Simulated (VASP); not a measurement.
# Al (Fd-3m) in VASP: further runs, part 2 of 2

VASP 6.6.1.

## (4) Relaxation of cell and atoms, revPBE

This run uses another cell than the first one, of 22.41 Å³/atom, 0.737 times its volume.

File INCAR:

```
PREC = Accurate ; ENCUT = 600
EDIFF = 1E-7 ; ISMEAR = -1
SIGMA = 0.1 ; LREAL = False
LASPH = True ; NELM = 80
ALGO = Normal ; ISIF = 3
LWAVE = False ; LCHARG = False
GGA = RE ; IBRION = 2
NSW = 80 ; EDIFFG = -0.01
```

File KPOINTS:

```
Automatic mesh
0
Gamma
  10 10 10
```

File POSCAR:

```
Al
1.0
    0.0000000000      2.8194727963      2.8194727963
    2.8194727963      0.0000000000      2.8194727963
    2.8194727963      2.8194727963      0.0000000000
Al
2
Direct
    0.1250000000      0.1250000000      0.1250000000
    0.8750000000      0.8750000000      0.8750000000
```

Potentials or basis: VASP PAW PBE potentials, release 64 (Al).

Command:

```bash
> cat potpaw_PBE.64/Al/POTCAR > POTCAR
> mpirun -np 1 vasp_std > vasp.out
```

OUTCAR:

```text
PREC = Accurate
   ENCUT = 600
   EDIFF = 1E-7
   ISMEAR = -1
   LREAL = False
   LASPH = True
   NELM = 80
   ISIF = 3
   GGA = RE
   IBRION = 2
   NSW = 80
   EDIFFG = -0.01

 ion  position               nearest neighbor table
   1  0.125  0.125  0.125-   2 2.44   2 2.44   2 2.44   2 2.44
   2  0.875  0.875  0.875-   1 2.44   1 2.44   1 2.44   1 2.44

  LATTYP: Found a face centered cubic cell.
 ALAT       =     5.6389455926

  Lattice vectors:

 A1 = (   0.0000000000,   2.8194727963,   2.8194727963)
 A2 = (   2.8194727963,   0.0000000000,   2.8194727963)
 A3 = (   2.8194727963,   2.8194727963,   0.0000000000)

Analysis of symmetry for initial positions (statically):
=====================================================================
 Subroutine PRICEL returns:
 Original cell was already a primitive cell.

 Routine SETGRP: Setting up the symmetry group for a
 face centered cubic supercell.

 Subroutine GETGRP returns: Found 48 space group operations
 (whereof 12 operations were pure point group operations)
 out of a pool of 48 trial point group operations.

The static configuration has the point symmetry D_3d.
 The point group associated with its full space group is O_h .

Analysis of symmetry for dynamics (positions and initial velocities):
=====================================================================
 Subroutine PRICEL returns:
 Original cell was already a primitive cell.

 Routine SETGRP: Setting up the symmetry group for a
 face centered cubic supercell.

 Subroutine GETGRP returns: Found 48 space group operations
 (whereof 12 operations were pure point group operations)
 out of a pool of 48 trial point group operations.

The dynamic configuration has the point symmetry D_3d.
 The point group associated with its full space group is O_h .

 Subroutine INISYM returns: Found 48 space group operations
 (whereof 12 operations are pure point group operations),
 and found     1 'primitive' translations

----------------------------------------------------------------------------------------

                                     Primitive cell

  volume of cell :      44.8264

  direct lattice vectors                    reciprocal lattice vectors
     0.000000000  2.819472796  2.819472796    -0.177338118  0.177338118  0.177338118
     2.819472796  0.000000000  2.819472796     0.177338118 -0.177338118  0.177338118
     2.819472796  2.819472796  0.000000000     0.177338118  0.177338118 -0.177338118

  length of vectors
     3.987336667  3.987336667  3.987336667     0.307158631  0.307158631  0.307158631

  position of ions in fractional coordinates (direct lattice)
     0.125000000  0.125000000  0.125000000
     0.875000000  0.875000000  0.875000000

  ion indices of the primitive-cell ions
   primitive index   ion index
                 1           1
                 2           2

----------------------------------------------------------------------------------------

 KPOINTS: Automatic mesh

Automatic generation of k-mesh.
 Grid dimensions read from file:
 generate k-points for:   10   10   10

 Generating k-lattice:

  Cartesian coordinates                     Fractional coordinates (reciprocal lattice)
    -0.017733812  0.017733812  0.017733812     0.100000000  0.000000000  0.000000000
     0.017733812 -0.017733812  0.017733812     0.000000000  0.100000000  0.000000000
     0.017733812  0.017733812 -0.017733812     0.000000000  0.000000000  0.100000000

  Length of vectors
     0.030715863  0.030715863  0.030715863

  Shift w.r.t. Gamma in fractional coordinates (k-lattice)
     0.000000000  0.000000000  0.000000000

 Subroutine IBZKPT returns following result:
 ===========================================

 Found     47 irreducible k-points:

 Following reciprocal coordinates:
            Coordinates               Weight
  0.000000  0.000000  0.000000      1.000000
  0.100000  0.000000  0.000000      8.000000
  0.200000  0.000000  0.000000      8.000000
  0.300000  0.000000  0.000000      8.000000
  0.400000  0.000000  0.000000      8.000000
  0.500000  0.000000  0.000000      4.000000
[... 16 lines left out ...]
  0.300000  0.300000  0.000000      6.000000
  0.400000  0.300000  0.000000     24.000000
 [... further k-points ...]
   k-points           NKPTS =     47   k-points in BZ     NKDIM =     47   number of bands    NBANDS=      7
   number of dos      NEDOS =    301   number of ions     NIONS =      2
   total plane-waves  NPLWV =  32768
   dimension x,y,z NGX =    32 NGY =   32 NGZ =   32
   dimension x,y,z NGXF=    64 NGYF=   64 NGZF=   64
   ions per type =               2
   NGX,Y,Z   is equivalent  to a cutoff of  13.34, 13.34, 13.34 a.u.
   NGXF,Y,Z  is equivalent  to a cutoff of  26.68, 26.68, 26.68 a.u.
 SYSTEM =  unknown system
   PREC   = accura    normal or accurate (medium, high low for compatibility)
   ISTART =      0    job   : 0-new  1-cont  2-samecut
   ICHARG =      2    charge: 1-file 2-atom 10-const
   ISPIN  =      1    spin polarized calculation?
   LNONCOLLINEAR =      F non collinear calculations
   LSORBIT =      F    spin-orbit coupling
   LASPH  =      T    aspherical Exc in radial PAW
   ENCUT  =  600.0 eV  44.10 Ry    6.64 a.u.   7.96  7.96  7.96*2*pi/ulx,y,z
   NELM   =     80;   NELMIN=  2; NELMDL= -5     # of ELM steps
   EDIFF  = 0.1E-06   stopping-criterion for ELM
   LREAL  =      F    real-space projection
   EDIFFG = -.1E-01   stopping-criterion for IOM
   NSW    =     80    number of steps for IOM
   IBRION =      2    ionic relax: 0-MD 1-quasi-New 2-CG
   NFREE  =      1    steps in history (QN), initial steepest desc. (CG)
   ISIF   =      3    stress and relaxation
   ISYM   =      2    0-nonsym 1-usesym 2-fastsym
   POTIM  = 0.5000    time-step for ionic-motion
   TEBEG  =    0.0;   TEEND  =   0.0 temperature during run
   PSTRESS=    0.0 pullay stress
   NELECT =       6.0000    total number of electrons
   NUPDOWN=      -1.0000    fix difference up-down
   EMIN   =  10.00;   EMAX   =-10.00  energy-range for DOS
   EFERMI =   0.00;   METHOD = LEGACY
   ISMEAR =    -1;   SIGMA  =   0.10  broadening in eV -4-tet -1-fermi 0-gaus
   EFERMI_NEDOS =   21; number of points for ismear=-14 and -15
   IALGO  =     38    algorithm
   IMIX   =      4    mixing-type and parameters
     AMIX     =   0.40;   BMIX     =  1.00
     AMIX_MAG =   1.60;   BMIX_MAG =  1.00
  volume/ion in A,a.u.               =      22.41       151.25
  Fermi-wavevector in a.u.,A,eV,Ry     =   0.837428  1.582509  9.541565  0.701285
  Thomas-Fermi vector in A             =   1.951316
   LORBIT       =      0    0 simple, 1 ext, 2 COOP (PROOUT), +10 PAW based schemes
   GGA     = RE    functional components
   LHFCALC =     F    Hartree Fock is set to
   AEXX    =    0.0000 exact exchange contribution
   IVDW    =     0    specifies the selected vdW correction
   LEPSILON=     F    determine dielectric tensor
   LRPA    =     F    only Hartree local field effects (RPA)
 conjugate gradient relaxation of ions
 non-spin polarized calculation
  energy-cutoff  :      600.00
  volume of cell :       44.83
 maximum number of plane-waves:      1524
   NGX = 15   NGY = 15   NGZ = 15

--------------------------------------- Ionic step        1  -------------------------------------------

 number of electron       6.0000000 magnetization

 Free energy of the ion-electron system (eV)
  ---------------------------------------------------
  ext. energy  EPLUGINS =         0.00000000
  ---------------------------------------------------
  free energy    TOTEN  =        -5.28793865 eV

  energy without entropy =       -5.24950361  energy(sigma->0) =       -5.26872113

 E-fermi :   4.3009     XC(G=0):  -8.8055

 val. band max:        4.2701476151   @ k =   0.5000   0.3000   0.0000
 cond. band min:       4.3762206507   @ k =  -0.3000   0.3000   0.1000
 fundamental gap:      0.1060730356
 Fermi energy:         4.3009257928

 k-point     1 :       0.0000    0.0000    0.0000
  band No.  band energies     occupation
      1      -4.4836      2.00000
      2       6.8284      0.00000
      3       6.8284      0.00000
      4       6.8284      0.00000
      5       8.6784      0.00000
      6       8.6784      0.00000
      7       8.6784      0.00000
[... 371 lines left out ...]
  energy  without entropy=       -5.6173770383  energy(sigma->0) =       -5.64274154

--------------------------------------- Ionic step        5  -------------------------------------------

 number of electron       6.0000000 magnetization

 Free energy of the ion-electron system (eV)
  ---------------------------------------------------
  ext. energy  EPLUGINS =         0.00000000
  ---------------------------------------------------
  free energy    TOTEN  =        -5.66813967 eV

  energy without entropy =       -5.61752646  energy(sigma->0) =       -5.64283306

 E-fermi :   2.7319     XC(G=0):  -8.0201

 val. band max:        2.7191367342   @ k =   0.2000   0.2000   0.0000
 cond. band min:       2.7707455818   @ k =   0.2000   0.1000   0.0000
 fundamental gap:      0.0516088476
 Fermi energy:         2.7319127314

 k-point     1 :       0.0000    0.0000    0.0000
  band No.  band energies     occupation
      1      -5.0364      2.00000
      2       4.7947      0.00000
      3       4.7947      0.00000
      4       4.7947      0.00000
      5       6.6426      0.00000
      6       6.6426      0.00000
      7       6.6426      0.00000
[... 259 lines left out ...]
  FREE ENERGIE OF THE ION-ELECTRON SYSTEM (eV)
  ---------------------------------------------------
  free  energy   TOTEN  =        -5.6681396671 eV

  energy  without entropy=       -5.6175264562  energy(sigma->0) =       -5.64283306

 reached required accuracy - stopping structural energy minimisation
```

It took 58 s on 1 thread of Intel Xeon 8259CL, shared host; peak memory 0.18 GiB.

What came out:

| Property | Result |
| --- | --- |
| Free energy | -5.6681 eV |
| Relaxed volume | 28.13 Å³/atom |
| Relaxed cell | a = 4.301 Å, b = 4.301 Å, c = 4.301 Å, α = 60.00°, β = 60.00°, γ = 60.00° |
| Space group after relaxing (to 0.05 Å) | Fd-3m (No. 227) |
| Energy gained by relaxing | 190.1 meV/atom |
| Ionic steps | 5 |
| Pressure after relaxing | 0.0 GPa |
| Band gap on the k mesh | zero (band 3 reaches 4.79 eV, above the bottom of band 4 at 1.46 eV) |

The path:
| step | energy change (eV) | largest force (eV/Å) | pressure (GPa) | volume (Å³) |
| --- | --- | --- | --- | --- |
| 1 | 0.0000 | 0.0000 | 12.93 | 44.83 |
| 2 | -0.3766 | 0.0000 | -0.82 | 57.62 |
| 3 | -0.3802 | 0.0000 | 0.07 | 56.13 |
| 4 | -0.3802 | 0.0000 | -0.08 | 56.37 |
| 5 | -0.3802 | 0.0000 | -0.01 | 56.26 |

Final structure:
```
Al
1.0
     0.00000    3.04127    3.04127
     3.04127    0.00000    3.04127
     3.04127    3.04127    0.00000
Al
2
Direct
  0.12500 0.12500 0.12500
  0.87500 0.87500 0.87500
```

Caveat: the volume moved by over 15 % at a fixed basis, so the end points are rough; the PAW data sets were made with another functional, which shifts forces and pressure a little.

## (5) Single point, revPBE

This run uses another cell than the first one, of 28.16 Å³/atom, 0.926 times its volume.

File INCAR:

```
SYSTEM = Al
ALGO = Normal
EDIFF = 1E-6
ENCUT = 520
GGA = RE
ISIF = 2
ISMEAR = -1
LASPH = .TRUE.
LCHARG = .TRUE.
LELF = .TRUE.
LREAL = .FALSE.
LVHAR = .TRUE.
LWAVE = .FALSE.
NBANDS = 10
NELM = 80
PREC = Accurate
SIGMA = 0.1
```

File KPOINTS:

```
k-points
0
G
  15 15 15
  0 0 0
```

File POSCAR:

```
Al
1.0
    0.0000000000      3.0425274299      3.0425274299
    3.0425274299      0.0000000000      3.0425274299
    3.0425274299      3.0425274299      0.0000000000
Al
2
Direct
    0.1250000000      0.1250000000      0.1250000000
    0.8750000000      0.8750000000      0.8750000000
```

Command:

```bash
> cat potpaw_PBE.64/Al/POTCAR > POTCAR
> mpirun -np 1 vasp_std > vasp.out
```

It took 45 s on 1 thread of Intel Xeon 8259CL, shared host; peak memory 0.2 GiB.

It converged, with:

```yaml
Free_energy: -5.6658 eV
Pressure: 0.0 GPa
Band_gap_on_the_k_mesh: zero (band 3 reaches 4.79 eV, above the bottom of band 4 at 1.62 eV)
```

Levels at points of the mesh, in eV from the Fermi level:
```csv
k point,band 1,band 2,band 3,band 4,band 5,band 6,band 7,band 8
"(0.00, 0.00, 0.00)",-7.76,2.06,2.06,2.06,3.91,3.91,3.91,5.08
```

Caveat: the PAW data sets were made with another functional, which shifts forces and pressure a little.

## (6) The runs side by side

```csv
task,cell,k mesh,cutoff (eV),gap on the mesh (eV),pressure (GPa)
single point,"a = 4.415 Å, angles 60.0°, 2 atoms",10 × 10 × 10,520,none,-2.4
single point,"a = 4.468 Å, angles 60.0°, 2 atoms",10 × 10 × 10,520,none,-3.2
relaxation of cell and atoms,"relaxed from a = 3.987 Å, angles 60.0°, 2 atoms",10 × 10 × 10,600,none,0.0
single point,"a = 4.303 Å, angles 60.0°, 2 atoms",15 × 15 × 15,520,none,0.0
```

Alike in all rows: level revPBE; potentials or basis VASP PAW PBE potentials, release 64 (Al); no spin polarisation; smearing fermi-dirac 0.1 eV.

Caveats: the PAW data sets were made with another functional, which shifts forces and pressure a little; the volume moved by over 15 % at a fixed basis, so the end points are rough (some runs).

Absolute energies hang on the potentials; compare differences alone.
